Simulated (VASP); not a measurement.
InAg3P2O8, 14 atoms in the cell. The typed cell holds 14 atoms: a = 5.288 Å, b = 5.288 Å, c = 7.532 Å, α = 93.54°, β = 93.54°, γ = 64.80°. 

| Item | Value |
| --- | --- |
| Program | VASP 6.6.1 |
| Task | single point |
| Functional | PBEsol |
| Potentials or basis | VASP PAW PBE potentials, release 64 (In_d, Ag, P, O) |
| Cutoff | 520 eV |
| k mesh | 2 × 2 × 1 |
| Occupations | fermi-dirac, width 0.05 eV |
| Spin | no spin polarisation |
| Dipole correction | no |
| Further INCAR settings | ALGO = Normal; EDIFF = 1e-06; NBANDS = 65 |

Potentials or basis: VASP PAW PBE potentials, release 64 (In_d, Ag, P, O).

Run with:

```bash
$ cat potpaw_PBE.64/In_d/POTCAR potpaw_PBE.64/Ag/POTCAR potpaw_PBE.64/P/POTCAR potpaw_PBE.64/O/POTCAR > POTCAR
$ mpirun -np 1 vasp_std > vasp.out
```

Hardware: 1 thread of AMD EPYC 7R43 64-Core Processor (Zen 3) (shared host).

How long does it take, and how much memory?

Run time: 120 s on 1 thread of AMD EPYC 7R43 64-Core Processor (Zen 3), with other jobs on the host, peak memory 0.25 GiB. Counts: scf iterations 16, k points 4.
